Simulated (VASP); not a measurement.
The system is K2HfSe3.

```
CELL_PARAMETERS angstrom
6.95911 0.00000 0.00000
-3.47955 6.02677 0.00000
0.00000 0.00000 4.09064
ATOMIC_POSITIONS crystal
K 0.33333 0.66667 0.50000
K 0.66667 0.33333 0.50000
Hf 0.00000 0.00000 0.50000
Se 0.00000 0.50000 0.00000
Se 0.50000 0.00000 0.00000
Se 0.50000 0.50000 0.00000
```

The cell was generated, and may not be a known phase.

```yaml
Program: VASP 6.6.1
Task: relaxation of cell and atoms
Functional: PBE
Potentials_or_basis: VASP PAW PBE potentials, release 64 (K_sv, Hf_pv, Se)
Cutoff: 600 eV
k_mesh: 6 × 6 × 10
Occupations: gaussian, width 0.1 eV
Spin: no spin polarisation
```

At the start: pressure 4.0 GPa; volume 28.59 Å³/atom.

**Question.** How do energy, volume and symmetry change on relaxing?

**Answer.** Over 12 steps the energy falls by 217.0 meV/atom and the volume is 29.42 Å³/atom (+2.9 %); space group P6/mmm (No. 191, to 0.1 Å) before and after.

The path:
```tsv
step	energy change (eV)	largest force (eV/Å)	pressure (GPa)	volume (Å³)
1	0.0000	0.0000	3.96	171.57
2	-0.5458	0.0000	0.28	189.42
3	-0.6629	0.0000	-1.21	201.24
4	-0.6722	0.0000	-1.68	206.04
5	-0.9486	0.0000	-1.75	200.06
6	-1.2073	0.0000	-0.62	179.23
7	-1.2444	0.0000	-1.44	187.87
8	-1.2577	0.0000	-1.31	185.88
9	-1.2994	0.0000	0.31	174.55
10	-1.3020	0.0000	0.01	176.37
11	-1.3020	0.0000	0.04	176.18
12	-1.3020	0.0000	0.00	176.49
```

Final structure:
```
K Hf Se
1.0
     6.29661    0.00000    0.00000
    -3.14830    5.45302    0.00000
     0.00000    0.00000    5.14018
K Hf Se
2 1 3
Direct
  0.33333 0.66667 0.50000
  0.66667 0.33333 0.50000
  0.00000 0.00000 0.50000
  0.00000 0.50000 0.00000
  0.50000 0.00000 0.00000
  0.50000 0.50000 0.00000
```

Caveat: a cell axis changed by over 15 % at a fixed basis, so the end point is rough.
